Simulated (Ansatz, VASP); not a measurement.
Two plane-wave programs on BP

Contents of INCAR:

```
PREC = Accurate
ENCUT = 500
EDIFF = 1E-6
ISMEAR = 0
SIGMA = 0.1
LREAL = F
LASPH = T
NELM = 120
ALGO = Normal
ISIF = 2
LWAVE = F
LCHARG = F
GGA = PE
NBANDS = 11
GGA_COMPAT = F
```

The input KPOINTS:

```
regular mesh
0
Gamma
  8 8 8
```

The input POSCAR:

```
BP
1.0
    0.0000000000      2.2600000000      2.2600000000
    2.2600000000      0.0000000000      2.2600000000
    2.2600000000      2.2600000000      0.0000000000
B P
1 1
Direct
    0.0000000000      0.0000000000      0.0000000000
    0.2500000000      0.2500000000      0.2500000000
```

Input for Ansatz:

```yaml
crystal:
  lattice:
    - [0.0, 2.26, 2.26]
    - [2.26, 0.0, 2.26]
    - [2.26, 2.26, 0.0]
  atoms:
    - { symbol: B, position: [0.0, 0.0, 0.0] }
    - { symbol: P, position: [0.25, 0.25, 0.25] }
basis:
  ecutwfc: 420
kpoints:
  mp_grid: { grid: [8, 8, 8] }
hamiltonian:
  xc: pbe
  pseudopotentials: { kind: paw, azcp: { folder: soft_1 } }
scf:
  occupations: { method: gaussian, width: 0.1 }
output:
  forces: true
  stress: true
  eigenvalues: true
```

Alike in both runs: task single point; functional PBE; k mesh 8 × 8 × 8; occupations gaussian, width 0.1 eV; no spin polarisation.

|  | VASP | Ansatz |
| --- | --- | --- |
| version | VASP 6.6.1 | Ansatz 0.2.0 |
| potentials or method | VASP PAW PBE potentials, release 64 (B, P), cutoff 500 eV | scalar-relativistic, plane waves, PAW |
| valence electrons in the cell | 8 | 8 |

|  | VASP | Ansatz | Ansatz less VASP |
| --- | --- | --- | --- |
| gap on the k mesh at the Fermi level (eV) | 1.25 | 1.26 | +0.004 |
| least direct gap on the mesh (eV) | 3.42 | 3.42 | +0.004 |
| pressure (GPa) | 2.9 | 3.2 | +0.23 |

The functional is the same, so the differences come from potentials, cutoffs and numerics.
